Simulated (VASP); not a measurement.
A run of VASP 6.6.1:

POSCAR

```
Ru
1.0
    2.6505640930      0.0000000000      0.0000000000
   -1.3252820465      2.2954558389      0.0000000000
    0.0000000000      0.0000000000      4.1944897589
Ru
2
Direct
    0.6666666667      0.3333333333      0.7500000000
    0.3333333333      0.6666666667      0.2500000000
```

Contents of INCAR.step1:

```
  PREC = Accurate
  ENCUT = 520
  EDIFF = 1E-5
  ISMEAR = -1
  SIGMA = 0.05
  LREAL = False
  LASPH = True
  NELM = 100
  ALGO = Normal
  ISIF = 2
  LWAVE = True
  NBANDS = 21
  GGA = PE
```

Contents of INCAR.step2:

```
  PREC = Accurate
  ENCUT = 520
  EDIFF = 1E-6
  ISMEAR = -1
  SIGMA = 0.05
  LREAL = False
  LASPH = True
  NELM = 100
  ALGO = Normal
  ISIF = 2
  LWAVE = False
  LCHARG = True
  GGA = PE
  LHFCALC = True
  HFSCREEN = 0.2079
  PRECFOCK = Normal
  LELF = True
  LVHAR = True
  NBANDS = 21
  ISTART = 1
```

Contents of KPOINTS:

```
Automatic mesh
0
Gamma
  6 6 3
```

Potentials or basis: VASP PAW PBE potentials, release 64 (Ru_pv).

Run with:

```sh
$ cat potpaw_PBE.64/Ru_pv/POTCAR > POTCAR
$ cp INCAR.step1 INCAR
$ mpirun -np 1 vasp_std > vasp.out
$ cp INCAR.step2 INCAR
$ mpirun -np 1 vasp_std > vasp.out
```

Hardware: 1 thread of AMD EPYC 7R43 64-Core Processor (Zen 3) (shared host).

Task: Estimate the wall time of this run.

Result: Run time: 43 min on 1 thread of AMD EPYC 7R43 64-Core Processor (Zen 3) (shared host), peak memory 0.21 GiB. Counts: k points 14.
